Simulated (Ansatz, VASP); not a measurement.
**Two plane-wave programs on AlNi3**

File INCAR:

```
SYSTEM = AlNi3
ALGO     = Fast           ! electronic algorithm
EDIFF    = 1E-7           ! SCF threshold, eV
ENCUT    = 520            ! plane-wave cutoff, eV
GGA      = PE             ! functional
ISIF     = 2              ! what is computed and relaxed
ISMEAR   = 1              ! smearing method
LASPH    = .True.         ! aspherical terms in the spheres
LCHARG   = .False.        ! write CHGCAR
LREAL    = .False.        ! projectors in reciprocal space
LWAVE    = .False.        ! write WAVECAR
NBANDS   = 24             ! bands
NELM     = 60             ! most SCF steps
PREC     = Accurate       ! precision mode
SIGMA    = 0.05           ! smearing width, eV
```

The input KPOINTS:

```
k-points
0
Gamma
  14 14 14
  0 0 0
```

POSCAR

```
AlNi3
1.0
    0.0000000000      2.8018887551      2.8018887551
    2.8018887551      0.0000000000      2.8018887551
    2.8018887551      2.8018887551      0.0000000000
Al Ni
1 3
Direct
    0.5000000000      0.5000000000      0.5000000000
    0.2500000000      0.2500000000      0.2500000000
    0.0000000000      0.0000000000      0.0000000000
    0.7500000000      0.7500000000      0.7500000000
```

Input for Ansatz:

```yaml
crystal:
  lattice:
    - [0.0, 2.8018887551, 2.8018887551]
    - [2.8018887551, 0.0, 2.8018887551]
    - [2.8018887551, 2.8018887551, 0.0]
  atoms:
    - { symbol: Al, position: [0.5, 0.5, 0.5] }
    - { symbol: Ni, position: [0.25, 0.25, 0.25] }
    - { symbol: Ni, position: [0.0, 0.0, 0.0] }
    - { symbol: Ni, position: [0.75, 0.75, 0.75] }
basis:
  ecutwfc: 420
kpoints:
  mp_grid: { grid: [14, 14, 14] }
hamiltonian:
  xc: pbe
scf:
  occupations: { method: methfessel_paxton, width: 0.05 }
output:
  forces: true
  stress: true
  eigenvalues: true
```

Alike in both runs: task single point; functional PBE; k mesh 14 × 14 × 14; occupations methfessel-paxton of order 1, width 0.05 eV; no spin polarisation.

```csv
,VASP,Ansatz
version,VASP 6.6.1,Ansatz 0.2.0
potentials or method,"VASP PAW PBE potentials, release 64 (Al, Ni), cutoff 520 eV","scalar-relativistic, plane waves, PAW"
valence electrons in the cell,33,57
```

|  | VASP | Ansatz | Ansatz less VASP |
| --- | --- | --- | --- |
| gap on the k mesh at the Fermi level (eV) | none | none | - |
| pressure (GPa) | 7.1 | 7.1 | +0.02 |

A gap of «none» marks a metal or a gap that the smearing closes. The functional is the same, so the differences come from potentials, cutoffs and numerics. VASP's potentials hold 33 valence electrons a cell and Ansatz's 57, so a difference there can come from the potentials and not from the codes.
